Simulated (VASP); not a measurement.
NiO2, 3 atoms in the cell. It takes space group P-3m1 (No. 164, trigonal). The conventional cell has a = 2.763 Å, b = 2.763 Å, c = 4.206 Å, α = 90.00°, β = 90.00°, γ = 120.00°. Within 2.4 Å of Ni (site symmetry -3m) lie 6 O at 1.77 Å. O (site symmetry 3m) has 3 Ni at 1.77 Å and 3 O at 2.22 Å within 2.4 Å.  This cell differs from its parent crystal: c/a of the conventional cell at fixed volume 1.5224.

- Program: VASP 6.6.1
- Task: single point
- Functional: LDA
- Potentials or basis: VASP PAW LDA potentials, release 64 (Ni, O)
- Cutoff: 520 eV
- k mesh: 12 × 12 × 6
- Occupations: gaussian, width 0.05 eV
- Spin: no spin polarisation
- Dipole correction: no
- Further INCAR settings: ALGO = Normal; EDIFF = 1e-06; NBANDS = 18

Potentials or basis: VASP PAW LDA potentials, release 64 (Ni, O).

Command:

```sh
$ cat potpaw_LDA.64/Ni/POTCAR potpaw_LDA.64/O/POTCAR > POTCAR
$ mpirun -np 1 vasp_std > vasp.out
```

Hardware: 1 thread of Intel(R) Xeon(R) 6975P-C (Granite Rapids) (shared host).

Q: Estimate the wall time of this run.

A: Run time: 16 s on 1 thread of Intel(R) Xeon(R) 6975P-C (Granite Rapids) (shared host), peak memory 0.16 GiB. Counts: scf iterations 15, k points 100.
